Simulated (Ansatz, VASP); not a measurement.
## Two plane-wave programs on CdS

```
CELL_PARAMETERS angstrom
0.00000 2.66433 2.72678
2.66433 0.00000 2.72678
2.66433 2.66433 0.00000
ATOMIC_POSITIONS crystal
Cd 0.00000 0.00000 0.00000
S 0.50000 0.50000 0.50000
```

Change from the starting cell: biaxial_xy strain -2.3%.

Alike in both runs: task single point; functional PBE; k mesh 8 × 8 × 8; occupations fermi-dirac, width 0.02 eV; no spin polarisation.

|  | VASP | Ansatz |
| --- | --- | --- |
| version | VASP 6.6.1 | Ansatz 0.2.0 |
| potentials or method | VASP PAW PBE potentials, release 64 (Cd, S) | plane waves, PAW |
| plane-wave cutoff (eV) | 520 | 420 |
| valence electrons in the cell | 18 | 26 |

Ansatz gave:

```
pressure (GPa)                                                : 5.9
traceless stress, the component that is largest in VASP (GPa) : -1.64
```

Problem. Which values does VASP return?

Solution. Pressure (GPa): 6.5; traceless stress, the component that is largest in VASP (GPa): -1.71.

VASP's potentials hold 18 valence electrons a cell and Ansatz's 26, so a difference there can come from the potentials and not from the codes.
